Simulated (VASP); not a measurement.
A run of VASP 6.6.1:

The input POSCAR:

```
TiS2
1.0
    3.4447075514      0.0000000000      0.0000000000
   -1.7223537757      2.9832042481      0.0000000000
    0.0000000000      0.0000000000      5.7961074094
Ti S
1 2
Direct
    0.0000000000      0.0000000000      0.0000000000
    0.3333333333      0.6666666667      0.2404809016
    0.6666666667      0.3333333333      0.7595190984
```

Contents of INCAR.step1:

```
ALGO     = Normal         # electronic algorithm
EDIFF    = 1E-5           # SCF threshold, eV
ENCUT    = 550            # plane-wave cutoff, eV
GGA      = PE             # functional
GGA_COMPAT= False        
ISMEAR   = -1             # smearing method
LASPH    = True           # aspherical terms in the spheres
LCHARG   = False          # write CHGCAR
LREAL    = False          # projectors in reciprocal space
LWAVE    = True           # write WAVECAR
NBANDS   = 19             # bands
NELM     = 120            # most SCF steps
PREC     = Accurate       # precision mode
SIGMA    = 0.02           # smearing width, eV
```

INCAR.step2

```
ALGO     = Normal         # electronic algorithm
EDIFF    = 1E-6           # SCF threshold, eV
ENCUT    = 550            # plane-wave cutoff, eV
GGA_COMPAT= False        
ISIF     = 2              # what is computed and relaxed
ISMEAR   = -1             # smearing method
ISTART   = 1            
LASPH    = True           # aspherical terms in the spheres
LCHARG   = False          # write CHGCAR
LMIXTAU  = True         
LREAL    = False          # projectors in reciprocal space
LWAVE    = False          # write WAVECAR
METAGGA  = R2SCAN         # meta-GGA
NBANDS   = 19             # bands
NELM     = 120            # most SCF steps
PREC     = Accurate       # precision mode
SIGMA    = 0.02           # smearing width, eV
```

File KPOINTS:

```
k-points
0
Gamma
  12 12 4
```

Potentials or basis: VASP PAW PBE potentials, release 64 (Ti_sv, S).

Command:

```bash
$ cat potpaw_PBE.64/Ti_sv/POTCAR potpaw_PBE.64/S/POTCAR > POTCAR
$ cp INCAR.step1 INCAR
$ mpirun -np 1 vasp_std > vasp.out
$ cp INCAR.step2 INCAR
$ mpirun -np 1 vasp_std > vasp.out
```

Hardware: 1 thread of Intel(R) Xeon(R) 6975P-C (Granite Rapids) (shared host).

Q: How long does it take, and how much memory?

A: Run time: 2.2 min on 1 thread of Intel(R) Xeon(R) 6975P-C (Granite Rapids), with other jobs on the host, peak memory 0.24 GiB. Counts: k points 69.
